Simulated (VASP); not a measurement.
Here is a VASP 6.6.1 calculation.

File INCAR:

```
PREC = Accurate ; ENCUT = 520
EDIFF = 1E-6 ; ISMEAR = 0
SIGMA = 0.05 ; LREAL = F
LASPH = T ; NELM = 80
ALGO = Normal ; ISIF = 2
LWAVE = F ; LCHARG = F
GGA = CA ; NBANDS = 15
```

The input KPOINTS:

```
Automatic mesh
0
Gamma
  8 8 8
```

The input POSCAR:

```
KF
1.0
    0.0000000000      2.5817196783      2.6785341662
    2.7172599614      0.0000000000      2.6785341662
    2.7172599614      2.5817196783      0.0000000000
K F
1 1
Direct
    0.0000000000      0.0000000000      0.0000000000
    0.5000000000      0.5000000000      0.5000000000
```

Potentials or basis: VASP PAW LDA potentials, release 64 (K_sv, F).

Run with:

```bash
$ cat potpaw_LDA.64/K_sv/POTCAR potpaw_LDA.64/F/POTCAR > POTCAR
$ mpirun -np 1 vasp_std > vasp.out
```

(1) Estimate the band gap on the k mesh.

(2) Predict the pressure.

## Answers

(1) 5.80 eV, direct.

(2) -2.8 GPa.

Caveat: the cell differs from its parent crystal (normal strain along x +0.0525, normal strain along z +0.0375).
